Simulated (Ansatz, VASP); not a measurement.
# Ba3O2: VASP beside Ansatz

```
Ba O
1.0
     8.24341    0.00000    0.00000
     0.00000    8.24341    0.00000
     0.00000    0.00000    4.50787
Ba O
6 4
Direct
  0.00000 0.00000 0.00000
  0.50000 0.50000 0.00000
  0.16994 0.66994 0.50000
  0.33006 0.16994 0.50000
  0.83006 0.33006 0.50000
  0.66994 0.83006 0.50000
  0.25848 0.75848 0.00000
  0.24152 0.25848 0.00000
  0.74152 0.24152 0.00000
  0.75848 0.74152 0.00000
```

Alike in both runs: functional PBE; k mesh 6 × 6 × 8; occupations gaussian, width 0.1 eV; no spin polarisation.

Ansatz relaxed the structure, and its values are those at the end. VASP's run is a single point on that final structure, the one shown.

|  | VASP | Ansatz |
| --- | --- | --- |
| version | VASP 6.6.1 | Ansatz 0.2.0 |
| potentials or method | VASP PAW PBE potentials, release 64 (Ba_sv, O), cutoff 520 eV | scalar-relativistic, plane waves, PAW |
| valence electrons in the cell | 84 | 84 |

Ansatz gave:

- gap on the k mesh at the Fermi level (eV): none
- pressure (GPa): 0.0
- rms of the force components (eV/Å): 0.005

Q: Estimate VASP's values.

A: gap on the k mesh at the Fermi level (eV): none; pressure (GPa): 1.2; rms of the force components (eV/Å): 0.140.

A gap of «none» marks a metal or a gap that the smearing closes. The functional is the same, so the differences come from potentials, cutoffs and numerics.

Spin-orbit coupling is off throughout.
